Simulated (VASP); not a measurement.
Wanted: the native input for a VASP 6.6.1 run.

```
Task                   : single point
Functional             : PBEsol
Potentials or basis    : VASP PAW PBE potentials, release 64 (Ti_sv, Si)
Cutoff                 : 520 eV
k mesh                 : 18 × 18 × 12
Occupations            : gaussian, width 0.15 eV
Spin                   : no spin polarisation
Dipole correction      : no
Further INCAR settings : ALGO = Normal; EDIFF = 1e-07; NBANDS = 15
```

The structure of TiSi lies in POSCAR:

```
TiSi
1.0
    1.8434206700     -2.1493883600      0.0000000000
    1.8434206700      2.1493883600      0.0000000000
    0.0000000000      0.0000000000      3.8039340000
Ti Si
1 1
Direct
    0.5000000000      0.5000000000      0.0000000000
    0.0000000000      0.0000000000      0.5000000000
```

This cell differs from its parent crystal: strain +0.015 along x and y, +0.000 along z.

These files were run (other wordings do the same):

INCAR

```
PREC = Accurate
ENCUT = 520
EDIFF = 1E-7
ISMEAR = 0
SIGMA = 0.15
LREAL = False
LASPH = True
NELM = 60
ALGO = Normal
ISIF = 2
LWAVE = False
LCHARG = False
GGA = PS
NBANDS = 15
```

KPOINTS

```
regular mesh
0
Gamma
  18 18 12
```

Potentials or basis: VASP PAW PBE potentials, release 64 (Ti_sv, Si).

Run with:

```sh
$ cat potpaw_PBE.64/Ti_sv/POTCAR potpaw_PBE.64/Si/POTCAR > POTCAR
$ mpirun -np 1 vasp_std > vasp.out
```

It gave:

```yaml
Pressure: -7.6 GPa
Band_gap_on_the_k_mesh: zero (bands 8 and 9 overlap by 1.48 eV)
```

Caveat: the cell differs from its parent crystal (strain +0.015 along x and y, +0.000 along z); the cell stands under tension; the PAW data sets were made with another functional, which shifts forces and pressure a little.

It took 2.9 min on 1 thread of Intel(R) Xeon(R) Platinum 8259CL CPU @ 2.50GHz (Skylake/Cascade Lake), with other jobs on the host, peak memory 0.38 GiB.
